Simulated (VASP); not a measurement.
# Ba (I4_1/amd) in VASP: relaxation of cell and atoms with PBE

Aim: the relaxation of cell and atoms of Ba with PBE.

Everything below comes from runs of VASP 6.6.1. Logs are shortened: lines on timing, memory, paths and dates and some standing lists are left out, and cuts for length are marked.

### Step 1. The cell of the first run

Symmetry: I4_1/amd, No. 141, tetragonal system. The conventional cell has a = 7.161 Å, b = 7.161 Å, c = 3.938 Å, α = 90.00°, β = 90.00°, γ = 90.00°. Ba (site symmetry -4m2) has 10 Ba at 3.71 to 4.64 Å within 4.9 Å.

### Step 2. Relaxation of cell and atoms, PBE, target pressure 2.8 GPa, at which the enthalpy is minimised

INCAR

```
SYSTEM = Ba
ALGO     = Normal         ! electronic algorithm
EDIFF    = 1E-6           ! SCF threshold, eV
EDIFFG   = -0.005         ! ionic threshold
ENCUT    = 600            ! plane-wave cutoff, eV
GGA      = PE             ! functional
IBRION   = 2              ! ionic algorithm
ISIF     = 3              ! what is computed and relaxed
ISMEAR   = -1             ! smearing method
LASPH    = .True.         ! aspherical terms in the spheres
LCHARG   = .False.        ! write CHGCAR
LREAL    = .False.        ! projectors in reciprocal space
LWAVE    = .False.        ! write WAVECAR
NELM     = 60             ! most SCF steps
NSW      = 60             ! ionic steps
PREC     = Accurate       ! precision mode
PSTRESS  = 28.0         
SIGMA    = 0.05           ! smearing width, eV
```

KPOINTS

```
k-points
0
Gamma
  11 11 11
  0 0 0
```

POSCAR

```
Ba
1.0
   -3.5802801763      3.5802801763      1.9691540970
    3.5802801763     -3.5802801763      1.9691540970
    3.5802801763      3.5802801763     -1.9691540970
Ba
2
Direct
   -0.3750000000     -0.1250000000     -0.2500000000
    0.3750000000      0.1250000000      0.2500000000
```

Potentials or basis: VASP PAW PBE potentials, release 64 (Ba_sv).

Command:

```console
cat potpaw_PBE.64/Ba_sv/POTCAR > POTCAR
mpirun -np 1 vasp_std > vasp.out
```

OUTCAR:

```text
SYSTEM = Ba
   EDIFF = 1E-6
   EDIFFG = -0.005
   ENCUT = 600
   GGA = PE
   IBRION = 2
   ISIF = 3
   ISMEAR = -1
   LASPH = .True.
   LREAL = .False.
   NELM = 60
   NSW = 60
   PREC = Accurate
   PSTRESS = 28.0

 ion  position               nearest neighbor table
   1  0.625  0.875  0.750-   2 3.71   2 3.71   2 3.71   2 3.71   2 4.64   2 4.64   2 4.64   2 4.64

   2  0.375  0.125  0.250-   1 3.71   1 3.71   1 3.71   1 3.71   1 4.64   1 4.64   1 4.64   1 4.64

  LATTYP: Found a body centered tetragonal cell.
 ALAT       =     7.1605603526
 C/A-ratio  =     0.5500000000

  Lattice vectors:

 A1 = (  -3.5802801763,   3.5802801763,   1.9691540970)
 A2 = (   3.5802801763,  -3.5802801763,   1.9691540970)
 A3 = (   3.5802801763,   3.5802801763,  -1.9691540970)

Analysis of symmetry for initial positions (statically):
=====================================================================
 Subroutine PRICEL returns:
 Original cell was already a primitive cell.

 Routine SETGRP: Setting up the symmetry group for a
 body centered tetragonal supercell.

 Subroutine GETGRP returns: Found 16 space group operations
 (whereof  4 operations were pure point group operations)
 out of a pool of 16 trial point group operations.

The static configuration has the point symmetry C_2h.
 The point group associated with its full space group is D_4h.

Analysis of symmetry for dynamics (positions and initial velocities):
=====================================================================
 Subroutine PRICEL returns:
 Original cell was already a primitive cell.

 Routine SETGRP: Setting up the symmetry group for a
 body centered tetragonal supercell.

 Subroutine GETGRP returns: Found 16 space group operations
 (whereof  4 operations were pure point group operations)
 out of a pool of 16 trial point group operations.

The dynamic configuration has the point symmetry C_2h.
 The point group associated with its full space group is D_4h.

 Subroutine INISYM returns: Found 16 space group operations
 (whereof  4 operations are pure point group operations),
 and found     1 'primitive' translations

----------------------------------------------------------------------------------------

                                     Primitive cell

  volume of cell :     100.9657

  direct lattice vectors                    reciprocal lattice vectors
    -3.580280176  3.580280176  1.969154097     0.000000000  0.139653875  0.253916136
     3.580280176 -3.580280176  1.969154097     0.139653875  0.000000000  0.253916136
     3.580280176  3.580280176 -1.969154097     0.139653875  0.139653875  0.000000000

  length of vectors
     5.432713883  5.432713883  5.432713883     0.289787179  0.289787179  0.197500404

  position of ions in fractional coordinates (direct lattice)
     0.625000000  0.875000000  0.750000000
     0.375000000  0.125000000  0.250000000

  ion indices of the primitive-cell ions
   primitive index   ion index
                 1           1
                 2           2

----------------------------------------------------------------------------------------

 KPOINTS: k-points

Automatic generation of k-mesh.
 Grid dimensions read from file:
 generate k-points for:   11   11   11

 Generating k-lattice:

  Cartesian coordinates                     Fractional coordinates (reciprocal lattice)
     0.000000000  0.012695807  0.023083285     0.090909091  0.000000000 -0.000000000
     0.012695807  0.000000000  0.023083285     0.000000000  0.090909091 -0.000000000
     0.012695807  0.012695807  0.000000000     0.000000000  0.000000000  0.090909091

  Length of vectors
     0.026344289  0.026344289  0.017954582

  Shift w.r.t. Gamma in fractional coordinates (k-lattice)
     0.000000000  0.000000000  0.000000000

 Subroutine IBZKPT returns following result:
 ===========================================

 Found    126 irreducible k-points:

 Following reciprocal coordinates:
            Coordinates               Weight
  0.000000  0.000000  0.000000      1.000000
  0.090909 -0.000000  0.000000      8.000000
  0.181818 -0.000000  0.000000      8.000000
  0.272727 -0.000000  0.000000      8.000000
  0.363636 -0.000000  0.000000      8.000000
  0.454545  0.000000 -0.000000      8.000000
[... 16 lines left out ...]
 -0.272727  0.181818  0.000000     16.000000
 -0.181818  0.181818  0.000000      4.000000
 [... further k-points ...]
   k-points           NKPTS =    126   k-points in BZ     NKDIM =    126   number of bands    NBANDS=     14
   number of dos      NEDOS =    301   number of ions     NIONS =      2
   total plane-waves  NPLWV = 110592
   dimension x,y,z NGX =    48 NGY =   48 NGZ =   48
   dimension x,y,z NGXF=    96 NGYF=   96 NGZF=   96
   ions per type =               2
   NGX,Y,Z   is equivalent  to a cutoff of  14.69, 14.69, 14.69 a.u.
   NGXF,Y,Z  is equivalent  to a cutoff of  29.38, 29.38, 29.38 a.u.
 SYSTEM =  Ba
   PREC   = accura    normal or accurate (medium, high low for compatibility)
   ISTART =      0    job   : 0-new  1-cont  2-samecut
   ICHARG =      2    charge: 1-file 2-atom 10-const
   ISPIN  =      1    spin polarized calculation?
   LNONCOLLINEAR =      F non collinear calculations
   LSORBIT =      F    spin-orbit coupling
   LASPH  =      T    aspherical Exc in radial PAW
   ENCUT  =  600.0 eV  44.10 Ry    6.64 a.u.  10.85 10.85 10.85*2*pi/ulx,y,z
   NELM   =     60;   NELMIN=  2; NELMDL= -5     # of ELM steps
   EDIFF  = 0.1E-05   stopping-criterion for ELM
   LREAL  =      F    real-space projection
   EDIFFG = -.5E-02   stopping-criterion for IOM
   NSW    =     60    number of steps for IOM
   IBRION =      2    ionic relax: 0-MD 1-quasi-New 2-CG
   NFREE  =      1    steps in history (QN), initial steepest desc. (CG)
   ISIF   =      3    stress and relaxation
   ISYM   =      2    0-nonsym 1-usesym 2-fastsym
   POTIM  = 0.5000    time-step for ionic-motion
   TEBEG  =    0.0;   TEEND  =   0.0 temperature during run
   PSTRESS=   28.0 pullay stress
   NELECT =      20.0000    total number of electrons
   NUPDOWN=      -1.0000    fix difference up-down
   EMIN   =  10.00;   EMAX   =-10.00  energy-range for DOS
   EFERMI =   0.00;   METHOD = LEGACY
   ISMEAR =    -1;   SIGMA  =   0.05  broadening in eV -4-tet -1-fermi 0-gaus
   EFERMI_NEDOS =   21; number of points for ismear=-14 and -15
   IALGO  =     38    algorithm
   IMIX   =      4    mixing-type and parameters
     AMIX     =   0.40;   BMIX     =  1.00
     AMIX_MAG =   1.60;   BMIX_MAG =  1.00
  volume/ion in A,a.u.               =      50.48       340.67
  Fermi-wavevector in a.u.,A,eV,Ry     =   0.954319  1.803401 12.391164  0.910725
  Thomas-Fermi vector in A             =   2.083055
   LORBIT       =      0    0 simple, 1 ext, 2 COOP (PROOUT), +10 PAW based schemes
   GGA     = PE    functional components
   LHFCALC =     F    Hartree Fock is set to
   AEXX    =    0.0000 exact exchange contribution
   IVDW    =     0    specifies the selected vdW correction
   LEPSILON=     F    determine dielectric tensor
   LRPA    =     F    only Hartree local field effects (RPA)
 conjugate gradient relaxation of ions
 non-spin polarized calculation
  energy-cutoff  :      600.00
  volume of cell :      100.97
 maximum number of plane-waves:      3396
 NGX is ok and might be reduce to    48
   NGX = 21   NGY = 21   NGZ = 21

--------------------------------------- Ionic step        1  -------------------------------------------

 number of electron      19.9999999 magnetization

 Free energy of the ion-electron system (eV)
  ---------------------------------------------------
  ext. energy  EPLUGINS =         0.00000000
  ---------------------------------------------------
  free energy    TOTEN  =        -3.34883553 eV

  energy without entropy =       -3.33585816  energy(sigma->0) =       -3.34234685

------------------------ aborting loop because EDIFF is reached ----------------------------------------

  FORCE on cell =-STRESS in cart. coord.  units (eV):
  Direction    XX          YY          ZZ          XY          YZ          ZX
  --------------------------------------------------------------------------------------
  -------------------------------------------------------------------------------------
  Total        1.4023616      1.4023616      1.1389210      0.0000000      0.0000000      0.0000000
  in kB       22.2534250     22.2534250     18.0730094      0.0000000      0.0000000      0.0000000
  external PRESSURE =      -7.1400469 kB  Pullay stress =      28.0000000 kB
[... 137 lines left out ...]
  enthalpy is  TOTEN    =        -1.5955491443 eV   P V=        1.6844524353

--------------------------------------- Ionic step        5  -------------------------------------------

 number of electron      19.9999999 magnetization

 Free energy of the ion-electron system (eV)
  ---------------------------------------------------
  ext. energy  EPLUGINS =         0.00000000
  ---------------------------------------------------
  free energy    TOTEN  =        -3.28052482 eV

  energy without entropy =       -3.26729994  energy(sigma->0) =       -3.27391238

 E-fermi :   2.6105     XC(G=0):  -8.3092

 val. band max:        2.6052374969   @ k =   0.3636   0.2727   0.1818
 cond. band min:       2.6145830523   @ k =   0.2727   0.2727   0.1818
 fundamental gap:      0.0093455554
 Fermi energy:         2.6105016834

 k-point     1 :       0.0000    0.0000    0.0000
  band No.  band energies     occupation
      1     -26.1836      2.00000
      2     -25.8983      2.00000
      3     -11.8096      2.00000
      4     -11.8096      2.00000
      5     -10.8318      2.00000
      6     -10.8182      2.00000
      7     -10.7465      2.00000
      8     -10.7465      2.00000
      9      -0.0527      2.00000
     10       1.2824      2.00000
     11       2.9778      0.00129
     12       2.9980      0.00086
     13       3.7316      0.00000
     14       5.9594      0.00000
[... 375 lines left out ...]
 k-point    24 :      -0.1818    0.1818    0.0000
  band No.  band energies     occupation
      1     -26.1612      2.00000
      2     -25.9211      2.00000
      3     -11.7496      2.00000
      4     -11.7433      2.00000
      5     -10.9427      2.00000
      6     -10.8618      2.00000
      7     -10.8103      2.00000
      8     -10.7290      2.00000
      9       0.2945      2.00000
     10       1.5626      2.00000
     11       2.8562      0.01459
     12       3.1923      0.00002
     13       3.5642      0.00000
     14       6.1711      0.00000

 [... further k-points ...]

------------------------ aborting loop because EDIFF is reached ----------------------------------------

  FORCE on cell =-STRESS in cart. coord.  units (eV):
  Direction    XX          YY          ZZ          XY          YZ          ZX
  --------------------------------------------------------------------------------------
  -------------------------------------------------------------------------------------
  Total        1.6939212      1.6939212      1.6837354     -0.0000000      0.0000000      0.0000000
  in kB       28.1489249     28.1489249     27.9796609     -0.0000000      0.0000000      0.0000000
  external PRESSURE =       0.0925035 kB  Pullay stress =      28.0000000 kB
[... 17 lines left out ...]
  FREE ENERGIE OF THE ION-ELECTRON SYSTEM (eV)
  ---------------------------------------------------
  free  energy   TOTEN  =        -3.2805248238 eV

  energy  without entropy=       -3.2672999366  energy(sigma->0) =       -3.27391238

  enthalpy is  TOTEN    =        -1.5955654582 eV   P V=        1.6849593656

 reached required accuracy - stopping structural energy minimisation
```

It took 21 min on 1 thread of Oxide Virtual Turin-like, shared host; peak memory 0.43 GiB.

Results:

| Quantity | Value |
| --- | --- |
| Free energy | -3.2805 eV |
| Relaxed volume | 48.21 Å³/atom |
| Relaxed cell | a = 5.361 Å, b = 5.361 Å, c = 5.361 Å, α = 97.42°, β = 97.42°, γ = 137.88° |
| Space group after relaxing (to 0.1 Å) | I4_1/amd (No. 141) |
| Energy change on relaxing (the run minimises the enthalpy) | +34.2 meV/atom |
| Ionic steps | 5 |
| Pressure after relaxing | 2.8 GPa |
| Band gap on the k mesh | zero (bands 10 and 11 overlap by 0.54 eV) |

The path:
```tsv
step	energy change (eV)	largest force (eV/Å)	pressure (GPa)	volume (Å³)
1	0.0000	0.0000	2.09	100.97
2	0.0466	0.0000	2.59	97.71
3	0.0673	0.0000	2.80	96.47
4	0.0688	0.0000	2.82	96.39
5	0.0683	0.0000	2.81	96.41
```

Final structure:
```
CELL_PARAMETERS angstrom
-3.53748 3.53748 1.92616
3.53748 -3.53748 1.92616
3.53748 3.53748 -1.92616
ATOMIC_POSITIONS crystal
Ba 0.62500 0.87500 0.75000
Ba 0.37500 0.12500 0.25000
```

Caveat: the cell is relaxed towards a set pressure, so the run minimises the enthalpy, not the energy; spin-orbit coupling is left out, which moves the levels of the heavy elements.
